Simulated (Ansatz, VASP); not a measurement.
## One calculation of PbS, two programs

POSCAR

```
PbS
1.0
    0.0000000000      3.3238313106      3.3238313106
    3.3238313106      0.0000000000      3.3238313106
    3.3238313106      3.3238313106      0.0000000000
Pb S
1 1
Direct
    0.0000000000      0.0000000000      0.0000000000
    0.2500000000      0.2500000000      0.2500000000
```

INCAR.step1

```
ALGO = Normal
EDIFF = 1E-5
ENCUT = 520
GGA = PE
ISIF = 2
ISMEAR = 0
LASPH = T
LCHARG = F
LREAL = F
LWAVE = T
NBANDS = 17
NELM = 100
PREC = Accurate
SIGMA = 0.05
```

File INCAR.step2:

```
ALGO = Normal
EDIFF = 1E-7
ENCUT = 520
GGA = PE
HFSCREEN = 0.2079
ISIF = 2
ISMEAR = 0
ISTART = 1
LASPH = T
LCHARG = F
LHFCALC = T
LREAL = F
LWAVE = F
NBANDS = 17
NELM = 100
PREC = Accurate
PRECFOCK = Normal
SIGMA = 0.05
```

The input KPOINTS:

```
k-points
0
Gamma
  4 4 4
```

Input for Ansatz:

```yaml
crystal:
  lattice:
    - [0.0, 3.3238313106, 3.3238313106]
    - [3.3238313106, 0.0, 3.3238313106]
    - [3.3238313106, 3.3238313106, 0.0]
  atoms:
    - { symbol: Pb, position: [0.0, 0.0, 0.0] }
    - { symbol: S, position: [0.25, 0.25, 0.25] }
basis:
  ecutwfc: 420
  ecutrho_ratio: 4
kpoints:
  mp_grid: { grid: [4, 4, 4] }
hamiltonian:
  xc: hse06
scf:
  occupations: { method: gaussian, width: 0.05 }
output:
  forces: true
  stress: true
  eigenvalues: true
  populations: true
  write_density: true
  write_potential: true
  elf: true
  volumetric_format: npy
```

Alike in both runs: task single point; functional HSE06; k mesh 4 × 4 × 4; occupations gaussian, width 0.05 eV; no spin polarisation.

```csv
,VASP,Ansatz
version,VASP 6.6.1,Ansatz 0.2.0
potentials or method,"VASP PAW PBE potentials, release 64 (Pb_d, S), cutoff 520 eV","scalar-relativistic, plane waves, PAW"
valence electrons in the cell,20,20
```

```csv
,VASP,Ansatz,Ansatz less VASP
gap on the k mesh at the Fermi level (eV),1.35,1.35,-0.001
least direct gap on the mesh (eV),1.85,1.85,-0.002
pressure (GPa),-0.7,-0.7,+0.05
```

Ansatz's warnings: stress exchange threshold loose, stress scf threshold loose.

Neither program's run includes spin-orbit coupling.
